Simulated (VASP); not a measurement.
MgO: single point with PBEsol

The system is MgO.

```xyz
2
Lattice="0.0000 2.1351 2.1351 2.1351 0.0000 2.1351 2.1351 2.1351 0.0000" Properties=species:S:1:pos:R:3 pbc="T T T"
Mg    0.0000    0.0000    0.0000
O     2.1351    2.1351    2.0852
```

This cell differs from its parent crystal: all O atoms moved -0.050 Å, as atom 2 along Cartesian [0 0 1].

| Quantity | Value |
| --- | --- |
| Program | VASP 6.6.1 |
| Task | single point |
| Functional | PBEsol |
| Potentials or basis | VASP PAW PBE potentials, release 64 (Mg, O) |
| Cutoff | 520 eV |
| k mesh | 10 × 10 × 10 |
| Occupations | gaussian, width 0.05 eV |
| Spin | no spin polarisation |
| Dipole correction | no |
| Further INCAR settings | ALGO = Normal; EDIFF = 1e-06; NBANDS = 11 |

```
Pressure               : -6.1 GPa
Largest force          : 0.225 eV/Å
Band gap on the k mesh : 4.25 eV, direct
```

Forces in eV/Å, atoms in the order of the input:
```
Mg   0.000  0.000 -0.225
O    0.000  0.000  0.225
```

Stress tensor (GPa, compression positive):
```
-6.37  0.00  0.00
 0.00 -6.37  0.00
 0.00  0.00 -5.61
```

Levels at points of the mesh, in eV from the valence-band top:
```tsv
k point	band 2	band 3	band 4	band 5	band 6	band 7
(0.00, 0.00, 0.00)	0.00	0.00	0.00	4.25	15.41	15.41
(0.50, 0.00, 0.00)	-4.50	-0.62	-0.62	7.49	12.04	15.76
(0.50, 0.50, 0.00)	-3.97	-1.31	-1.31	8.88	9.43	12.55
(0.00, 0.50, 0.50)	-3.98	-1.31	-1.31	8.88	9.43	12.55
```

Run time: 9.9 s on 1 thread of Intel Xeon 6975P-C (shared host), peak memory 0.15 GiB.

Caveat: the cell differs from its parent crystal (all O atoms moved -0.050 Å, as atom 2 along Cartesian [0 0 1]); the PAW data sets were made with another functional, which shifts forces and pressure a little.
